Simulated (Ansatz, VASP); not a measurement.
**WS2: VASP beside Ansatz**

INCAR

```
SYSTEM = WS2
  PREC = Accurate
  ENCUT = 520
  EDIFF = 1E-7
  ISMEAR = 0
  SIGMA = 0.05
  LREAL = .False.
  LASPH = .True.
  NELM = 60
  ALGO = Normal
  ISIF = 2
  LWAVE = .False.
  LCHARG = .False.
  GGA = PS
  NBANDS = 35
```

File KPOINTS:

```
regular mesh
0
Gamma
  12 12 2
  0 0 0
```

File POSCAR:

```
WS2
1.0
    3.1458813836      0.0000000000      0.0000000000
   -1.5729406918      2.7244131955      0.0000000000
    0.0000000000      0.0000000000     23.3317826860
W S
2 4
Direct
    0.3333333333      0.6666666667      0.6345758579
    0.6666666667      0.3333333333      0.3654241421
    0.3333333333      0.6666666667      0.2989469828
    0.6666666667      0.3333333333      0.5680493466
    0.3333333333      0.6666666667      0.4319506534
    0.6666666667      0.3333333333      0.7010530172
```

Input for Ansatz:

```yaml
crystal:
  lattice:
    - [3.1458813836, 0.0, 0.0]
    - [-1.5729406918, 2.7244131955, 0.0]
    - [0.0, 0.0, 23.331782686]
  atoms:
    - { symbol: W, position: [0.3333333333, 0.6666666667, 0.6345758579] }
    - { symbol: W, position: [0.6666666667, 0.3333333333, 0.3654241421] }
    - { symbol: S, position: [0.3333333333, 0.6666666667, 0.2989469828] }
    - { symbol: S, position: [0.6666666667, 0.3333333333, 0.5680493466] }
    - { symbol: S, position: [0.3333333333, 0.6666666667, 0.4319506534] }
    - { symbol: S, position: [0.6666666667, 0.3333333333, 0.7010530172] }
basis:
  ecutwfc: 420
kpoints:
  mp_grid: { grid: [12, 12, 2] }
hamiltonian:
  xc: pbesol
scf:
  occupations: { method: gaussian, width: 0.05 }
output:
  forces: true
  stress: true
  eigenvalues: true
  write_density: true
  write_potential: true
  elf: true
  volumetric_format: npy
```

Change from the starting cell: strain -0.0100 x Voigt [0, 0, 1, 0, 0, 0], atoms carried along.

Alike in both runs: task single point; functional PBEsol; k mesh 12 × 12 × 2; occupations gaussian, width 0.05 eV; no spin polarisation.

|  | VASP | Ansatz |
| --- | --- | --- |
| version | VASP 6.6.1 | Ansatz 0.2.0 |
| potentials or method | VASP PAW PBE potentials, release 64 (W_sv, S), cutoff 520 eV | scalar-relativistic, plane waves, PAW |
| valence electrons in the cell | 52 | 52 |

VASP gave:

| Quantity | Value |
| --- | --- |
| gap on the k mesh at the Fermi level (eV) | 1.50 |
| least direct gap on the mesh (eV) | 1.86 |
| rms of the force components (eV/Å) | 0.162 |

Q: What did Ansatz give for the same quantities?

A: gap on the k mesh at the Fermi level (eV): 1.49; least direct gap on the mesh (eV): 1.86; rms of the force components (eV/Å): 0.152.

VASP's potentials were made for PBE, not for PBEsol. Atom by atom the forces differ by 0.011 eV/Å (rms over components). Ansatz's warnings: xc potential rough in thin density.

Neither program's run includes spin-orbit coupling.
